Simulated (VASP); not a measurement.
# RbSi6 (Im-3m) in VASP: notebook

Runs on RbSi6. Level: PBE. Tasks: relaxation of cell and atoms.

Everything below comes from runs of VASP 6.6.1. Logs are shortened: lines on timing, memory, paths and dates and some standing lists are left out, and cuts for length are marked.

**1. The cell of the first run**

The structure is cubic, space group Im-3m (No. 229). The conventional cell has a = 6.790 Å, b = 6.790 Å, c = 6.790 Å, α = 90.00°, β = 90.00°, γ = 90.00°. Rb (site symmetry m-3m) has 24 Si at 3.80 Å within 5.0 Å. Si (site symmetry -4m2) has 4 Si at 2.40 Å within 3.2 Å.

The cell was built from a structure type or drawn by symmetry, and may not be a known phase.

**2. Relaxation of cell and atoms, PBE**

INCAR reads:

```
ALGO = Normal
EDIFF = 1E-6
EDIFFG = -0.01
ENCUT = 600
GGA = PE
IBRION = 2
ISIF = 3
ISMEAR = 0
LASPH = True
LCHARG = False
LREAL = False
LWAVE = False
NELM = 80
NSW = 100
PREC = Accurate
SIGMA = 0.1
```

KPOINTS reads:

```
k-points
0
Gamma
  8 8 8
```

POSCAR reads:

```
RbSi6
1.0
   -3.3948410084      3.3948410084      3.3948410084
    3.3948410084     -3.3948410084      3.3948410084
    3.3948410084      3.3948410084     -3.3948410084
Rb Si
1 6
Direct
    0.0000000000      0.0000000000      0.0000000000
    0.7500000000      0.2500000000      0.5000000000
    0.2500000000      0.7500000000      0.5000000000
    0.5000000000      0.2500000000      0.7500000000
    0.7500000000      0.5000000000      0.2500000000
    0.5000000000      0.7500000000      0.2500000000
    0.2500000000      0.5000000000      0.7500000000
```

Potentials or basis: VASP PAW PBE potentials, release 64 (Rb_sv, Si).

Started as:

```bash
cat potpaw_PBE.64/Rb_sv/POTCAR potpaw_PBE.64/Si/POTCAR > POTCAR
mpirun -np 1 vasp_std > vasp.out
```

OUTCAR:

```text
EDIFF = 1E-6
   EDIFFG = -0.01
   ENCUT = 600
   GGA = PE
   IBRION = 2
   ISIF = 3
   ISMEAR = 0
   LASPH = True
   LREAL = False
   NELM = 80
   NSW = 100
   PREC = Accurate

 ion  position               nearest neighbor table
   1  0.000  0.000  0.000-   2 3.80   5 3.80   3 3.80   6 3.80   4 3.80   7 3.80   2 3.80   3 3.80
                             4 3.80   5 3.80   6 3.80   7 3.80   2 3.80   3 3.80   5 3.80   7 3.80
   2  0.750  0.250  0.500-   7 2.40   6 2.40   4 2.40   5 2.40   1 3.80   1 3.80   1 3.80   1 3.80

   3  0.250  0.750  0.500-   4 2.40   5 2.40   7 2.40   6 2.40   1 3.80   1 3.80   1 3.80   1 3.80

   4  0.500  0.250  0.750-   3 2.40   5 2.40   7 2.40   2 2.40   1 3.80   1 3.80   1 3.80   1 3.80

   5  0.750  0.500  0.250-   3 2.40   2 2.40   6 2.40   4 2.40   1 3.80   1 3.80   1 3.80   1 3.80

   6  0.500  0.750  0.250-   2 2.40   3 2.40   5 2.40   7 2.40   1 3.80   1 3.80   1 3.80   1 3.80

   7  0.250  0.500  0.750-   2 2.40   4 2.40   6 2.40   3 2.40   1 3.80   1 3.80   1 3.80   1 3.80

  LATTYP: Found a body centered cubic cell.
 ALAT       =     6.7896820168

  Lattice vectors:

 A1 = (  -3.3948410084,   3.3948410084,   3.3948410084)
 A2 = (   3.3948410084,  -3.3948410084,   3.3948410084)
 A3 = (   3.3948410084,   3.3948410084,  -3.3948410084)

Analysis of symmetry for initial positions (statically):
=====================================================================
 Subroutine PRICEL returns:
 Original cell was already a primitive cell.

 Routine SETGRP: Setting up the symmetry group for a
 body centered cubic supercell.

 Subroutine GETGRP returns: Found 48 space group operations
 (whereof 48 operations were pure point group operations)
 out of a pool of 48 trial point group operations.

The static configuration has the point symmetry O_h .

Analysis of symmetry for dynamics (positions and initial velocities):
=====================================================================
 Subroutine PRICEL returns:
 Original cell was already a primitive cell.

 Routine SETGRP: Setting up the symmetry group for a
 body centered cubic supercell.

 Subroutine GETGRP returns: Found 48 space group operations
 (whereof 48 operations were pure point group operations)
 out of a pool of 48 trial point group operations.

The dynamic configuration has the point symmetry O_h .

 Subroutine INISYM returns: Found 48 space group operations
 (whereof 48 operations are pure point group operations),
 and found     1 'primitive' translations

----------------------------------------------------------------------------------------

                                     Primitive cell

  volume of cell :     156.5014

  direct lattice vectors                    reciprocal lattice vectors
    -3.394841008  3.394841008  3.394841008     0.000000000  0.147282302  0.147282302
     3.394841008 -3.394841008  3.394841008     0.147282302  0.000000000  0.147282302
     3.394841008  3.394841008 -3.394841008     0.147282302  0.147282302  0.000000000

  length of vectors
     5.880037110  5.880037110  5.880037110     0.208288630  0.208288630  0.208288630

  position of ions in fractional coordinates (direct lattice)
     0.000000000  0.000000000  0.000000000
     0.750000000  0.250000000  0.500000000
     0.250000000  0.750000000  0.500000000
     0.500000000  0.250000000  0.750000000
     0.750000000  0.500000000  0.250000000
     0.500000000  0.750000000  0.250000000
     0.250000000  0.500000000  0.750000000

  ion indices of the primitive-cell ions
   primitive index   ion index
                 1           1
                 2           2
                 3           3
                 4           4
                 5           5
                 6           6
                 7           7

----------------------------------------------------------------------------------------

 KPOINTS: k-points

Automatic generation of k-mesh.
 Grid dimensions read from file:
 generate k-points for:    8    8    8

 Generating k-lattice:

  Cartesian coordinates                     Fractional coordinates (reciprocal lattice)
     0.000000000  0.018410288  0.018410288     0.125000000  0.000000000  0.000000000
     0.018410288  0.000000000  0.018410288     0.000000000  0.125000000  0.000000000
     0.018410288  0.018410288  0.000000000     0.000000000  0.000000000  0.125000000

  Length of vectors
     0.026036079  0.026036079  0.026036079

  Shift w.r.t. Gamma in fractional coordinates (k-lattice)
     0.000000000  0.000000000  0.000000000

 Subroutine IBZKPT returns following result:
 ===========================================

 Found     29 irreducible k-points:

 Following reciprocal coordinates:
            Coordinates               Weight
  0.000000  0.000000  0.000000      1.000000
  0.125000  0.000000  0.000000     12.000000
  0.250000  0.000000  0.000000     12.000000
  0.375000  0.000000  0.000000     12.000000
  0.500000  0.000000  0.000000      6.000000
  0.125000  0.125000  0.000000     24.000000
[... 16 lines left out ...]
 -0.250000  0.250000  0.250000      6.000000
 -0.375000  0.375000  0.250000     24.000000
 [... further k-points ...]
   k-points           NKPTS =     29   k-points in BZ     NKDIM =     29   number of bands    NBANDS=     20
   number of dos      NEDOS =    301   number of ions     NIONS =      7
   total plane-waves  NPLWV = 110592
   dimension x,y,z NGX =    48 NGY =   48 NGZ =   48
   dimension x,y,z NGXF=    96 NGYF=   96 NGZF=   96
   ions per type =               1   6
   NGX,Y,Z   is equivalent  to a cutoff of  13.57, 13.57, 13.57 a.u.
   NGXF,Y,Z  is equivalent  to a cutoff of  27.14, 27.14, 27.14 a.u.
 SYSTEM =  unknown system
   PREC   = accura    normal or accurate (medium, high low for compatibility)
   ISTART =      0    job   : 0-new  1-cont  2-samecut
   ICHARG =      2    charge: 1-file 2-atom 10-const
   ISPIN  =      1    spin polarized calculation?
   LNONCOLLINEAR =      F non collinear calculations
   LSORBIT =      F    spin-orbit coupling
   LASPH  =      T    aspherical Exc in radial PAW
   ENCUT  =  600.0 eV  44.10 Ry    6.64 a.u.  11.74 11.74 11.74*2*pi/ulx,y,z
   NELM   =     80;   NELMIN=  2; NELMDL= -5     # of ELM steps
   EDIFF  = 0.1E-05   stopping-criterion for ELM
   LREAL  =      F    real-space projection
   EDIFFG = -.1E-01   stopping-criterion for IOM
   NSW    =    100    number of steps for IOM
   IBRION =      2    ionic relax: 0-MD 1-quasi-New 2-CG
   NFREE  =      1    steps in history (QN), initial steepest desc. (CG)
   ISIF   =      3    stress and relaxation
   ISYM   =      2    0-nonsym 1-usesym 2-fastsym
   POTIM  = 0.5000    time-step for ionic-motion
   TEBEG  =    0.0;   TEEND  =   0.0 temperature during run
   PSTRESS=    0.0 pullay stress
   NELECT =      33.0000    total number of electrons
   NUPDOWN=      -1.0000    fix difference up-down
   EMIN   =  10.00;   EMAX   =-10.00  energy-range for DOS
   EFERMI =   0.00;   METHOD = LEGACY
   ISMEAR =     0;   SIGMA  =   0.10  broadening in eV -4-tet -1-fermi 0-gaus
   EFERMI_NEDOS =   21; number of points for ismear=-14 and -15
   IALGO  =     38    algorithm
   IMIX   =      4    mixing-type and parameters
     AMIX     =   0.40;   BMIX     =  1.00
     AMIX_MAG =   1.60;   BMIX_MAG =  1.00
  volume/ion in A,a.u.               =      22.36       150.87
  Fermi-wavevector in a.u.,A,eV,Ry     =   0.974406  1.841361 12.918289  0.949467
  Thomas-Fermi vector in A             =   2.104863
   LORBIT       =      0    0 simple, 1 ext, 2 COOP (PROOUT), +10 PAW based schemes
   GGA     = PE    functional components
   LHFCALC =     F    Hartree Fock is set to
   AEXX    =    0.0000 exact exchange contribution
   IVDW    =     0    specifies the selected vdW correction
   LEPSILON=     F    determine dielectric tensor
   LRPA    =     F    only Hartree local field effects (RPA)
 conjugate gradient relaxation of ions
 non-spin polarized calculation
 Gauss-broadening in eV      SIGMA  =   0.10
  energy-cutoff  :      600.00
  volume of cell :      156.50
 maximum number of plane-waves:      5258
   NGX = 23   NGY = 23   NGZ = 23

--------------------------------------- Ionic step        1  -------------------------------------------

 number of electron      33.0000002 magnetization

 Free energy of the ion-electron system (eV)
  ---------------------------------------------------
  ext. energy  EPLUGINS =         0.00000000
  ---------------------------------------------------
  free energy    TOTEN  =       -33.31625288 eV

  energy without entropy =      -33.30485402  energy(sigma->0) =      -33.31055345

------------------------ aborting loop because EDIFF is reached ----------------------------------------

  FORCE on cell =-STRESS in cart. coord.  units (eV):
  Direction    XX          YY          ZZ          XY          YZ          ZX
  --------------------------------------------------------------------------------------
  -------------------------------------------------------------------------------------
  Total        0.3802372      0.3802372      0.3802372      0.0000000     -0.0000000      0.0000000
  in kB        3.8926638      3.8926638      3.8926638      0.0000000     -0.0000000      0.0000000
  external PRESSURE =       3.8926638 kB  Pullay stress =       0.0000000 kB
[... 67 lines left out ...]
  energy  without entropy=      -33.3056900596  energy(sigma->0) =      -33.31143985

--------------------------------------- Ionic step        3  -------------------------------------------

 number of electron      33.0000002 magnetization

 Free energy of the ion-electron system (eV)
  ---------------------------------------------------
  ext. energy  EPLUGINS =         0.00000000
  ---------------------------------------------------
  free energy    TOTEN  =       -33.31733166 eV

  energy without entropy =      -33.30585938  energy(sigma->0) =      -33.31159552

 E-fermi :   5.3792     XC(G=0):  -9.1381

 val. band max:        5.3204798236   @ k =   0.5000   0.0000   0.0000
 cond. band min:       5.3959426543   @ k =   0.3750   0.0000   0.0000
 fundamental gap:      0.0754628307
 Fermi energy:         5.3791770776

 k-point     1 :       0.0000    0.0000    0.0000
  band No.  band energies     occupation
      1     -22.3957      2.00000
      2      -6.7020      2.00000
      3      -6.5582      2.00000
      4      -6.5582      2.00000
      5      -6.5582      2.00000
      6      -2.2647      2.00000
[... 12 lines left out ...]
     19       6.8613      0.00000
[... 513 lines left out ...]
      4      -6.5916      2.00000
      5      -5.5831      2.00000
      6      -4.8577      2.00000
[... 12 lines left out ...]
     19       6.4273      0.00000
     20       7.5183      0.00000

 [... further k-points ...]

------------------------ aborting loop because EDIFF is reached ----------------------------------------

  FORCE on cell =-STRESS in cart. coord.  units (eV):
  Direction    XX          YY          ZZ          XY          YZ          ZX
  --------------------------------------------------------------------------------------
  -------------------------------------------------------------------------------------
  Total        0.0021443      0.0021443      0.0021443      0.0000000      0.0000000      0.0000000
  in kB        0.0218268      0.0218268      0.0218268      0.0000000      0.0000000      0.0000000
  external PRESSURE =       0.0218268 kB  Pullay stress =       0.0000000 kB
[... 22 lines left out ...]
  FREE ENERGIE OF THE ION-ELECTRON SYSTEM (eV)
  ---------------------------------------------------
  free  energy   TOTEN  =       -33.3173316592 eV

  energy  without entropy=      -33.3058593816  energy(sigma->0) =      -33.31159552

 reached required accuracy - stopping structural energy minimisation
```

It took 7.5 min on 1 thread of Oxide Virtual Turin-like, shared host; peak memory 0.36 GiB.

Results:

```
Free energy                           : -33.3173 eV
Relaxed volume                        : 22.49 Å³/atom
Relaxed cell                          : a = 5.891 Å, b = 5.891 Å, c = 5.891 Å, α = 109.47°, β = 109.47°, γ = 109.47°
Space group after relaxing (to 0.1 Å) : Im-3m (No. 229)
Energy gained by relaxing             : 0.2 meV/atom
Ionic steps                           : 3
Pressure after relaxing               : 0.0 GPa
Band gap on the k mesh                : zero (an odd number of electrons rules out a gap without spin polarisation)
```

Step by step:
```
step  energy change (eV)  largest force (eV/Å)  pressure (GPa)  volume (Å³)
   1              0.0000                0.0000            0.39       156.50
   2             -0.0009                0.0000           -0.13       157.74
   3             -0.0011                0.0000            0.00       157.40
```

Final structure:
```
CELL_PARAMETERS angstrom
-3.40135 3.40135 3.40135
3.40135 -3.40135 3.40135
3.40135 3.40135 -3.40135
ATOMIC_POSITIONS crystal
Rb 0.00000 0.00000 0.00000
Si 0.75000 0.25000 0.50000
Si 0.25000 0.75000 0.50000
Si 0.50000 0.25000 0.75000
Si 0.75000 0.50000 0.25000
Si 0.50000 0.75000 0.25000
Si 0.25000 0.50000 0.75000
```

Levels at points of the mesh, in eV from the Fermi level:
```tsv
k point	band 13	band 14	band 15	band 16	band 17	band 18	band 19	band 20
(0.00, 0.00, 0.00)	-3.59	-2.60	-2.60	-2.60	1.48	1.48	1.48	1.62
(0.50, 0.00, 0.00)	-3.70	-2.66	-1.95	-1.31	-0.06	1.41	1.54	1.79
(0.50, 0.50, 0.50)	-2.53	-0.60	-0.60	-0.60	-0.29	-0.29	-0.29	1.98
```

[end of part 1 of 2]
